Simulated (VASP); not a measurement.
Here is a VASP 6.6.1 calculation.

The input INCAR:

```
  ALGO = Normal
  EDIFF = 1E-6
  ENCUT = 520
  GGA = PS
  ISIF = 2
  ISMEAR = -1
  LASPH = T
  LCHARG = F
  LREAL = F
  LWAVE = F
  NBANDS = 17
  NELM = 100
  PREC = Accurate
  SIGMA = 0.08
```

KPOINTS

```
k-points
0
Gamma
  12 12 12
```

File POSCAR:

```
SnSe
1.0
    0.0000000000      2.7248357497      2.7248357497
    2.7248357497      0.0000000000      2.7248357497
    2.7248357497      2.7248357497      0.0000000000
Sn Se
1 1
Direct
    0.0000000000      0.0000000000      0.0000000000
    0.2500000000      0.2500000000      0.2500000000
```

Potentials or basis: VASP PAW PBE potentials, release 64 (Sn_d, Se).

Run with:

```bash
$ cat potpaw_PBE.64/Sn_d/POTCAR potpaw_PBE.64/Se/POTCAR > POTCAR
$ mpirun -np 1 vasp_std > vasp.out
```

Q: Predict the pressure.

A: 61.7 GPa.

Q: Predict the band gap on the k mesh.

A: Zero (band 10 reaches 11.25 eV, above the bottom of band 11 at 8.84 eV).

Caveat: the PAW data sets were made with another functional, which shifts forces and pressure a little; spin-orbit coupling is left out, which moves the levels of the heavy elements.
